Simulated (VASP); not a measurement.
Input of a VASP 6.6.1 run:

INCAR

```
PREC = Accurate
ENCUT = 520
EDIFF = 1E-6
ISMEAR = 0
SIGMA = 0.01
LREAL = F
LASPH = T
NELM = 100
ALGO = Normal
ISIF = 2
LWAVE = F
LCHARG = T
GGA = CA
LELF = T
LVHAR = T
NBANDS = 16
```

KPOINTS

```
regular mesh
0
Gamma
  8 8 8
```

POSCAR

```
ZnSe
1.0
    2.6489603204      2.6489603204      0.0000000000
   -2.6489603204      2.6489603204      0.0000000000
    0.0000000000      2.6489603204      2.6489603204
Zn Se
1 1
Direct
    0.0000000000      0.0000000000      0.0000000000
    0.7500000000      0.2500000000      0.5000000000
```

Potentials or basis: VASP PAW LDA potentials, release 64 (Zn, Se).

Launch:

```console
$ cat potpaw_LDA.64/Zn/POTCAR potpaw_LDA.64/Se/POTCAR > POTCAR
$ mpirun -np 1 vasp_std > vasp.out
```

Q: Predict the pressure.

A: 15.6 GPa.

Q: Predict the band gap on the k mesh.

A: 1.95 eV, direct.

A k mesh can miss the band edges. LDA gaps usually lie below the measured ones, often by a third to a half.
